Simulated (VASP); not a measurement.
Here is a VASP 6.6.1 calculation.

INCAR

```
SYSTEM = Al
PREC = Accurate
ENCUT = 520
EDIFF = 1E-6
ISMEAR = 0
SIGMA = 0.1
LREAL = .FALSE.
LASPH = .TRUE.
NELM = 60
ALGO = Fast
ISIF = 2
LWAVE = .FALSE.
LCHARG = .FALSE.
GGA = PE
NBANDS = 12
```

The input KPOINTS:

```
regular mesh
0
G
  6 6 6
  0 0 0
```

POSCAR

```
Al
1.0
   -2.3178077000      2.3178077000      2.2492382800
    2.3178077000     -2.3178077000      2.2492382800
    2.3178077000      2.3178077000     -2.2492382800
Al
3
Direct
    0.5612900400      0.5612900400      0.0000000000
    0.3582851500      0.8582851500      0.5000000000
    0.8582851500      0.3582851500      0.5000000000
```

Potentials or basis: VASP PAW PBE potentials, release 64 (Al).

Launch:

```console
$ cat potpaw_PBE.64/Al/POTCAR > POTCAR
$ mpirun -np 1 vasp_std > vasp.out
```

(1) Predict the band gap on the k mesh.

(2) What does it give for the pressure?

Answers

(1) zero (an odd number of electrons rules out a gap without spin polarisation).

(2) 28.8 GPa.

Caveat: the cell stands under pressure; forces of over 1 eV/Å act on the atoms, so gaps and moduli don't describe the material at rest.
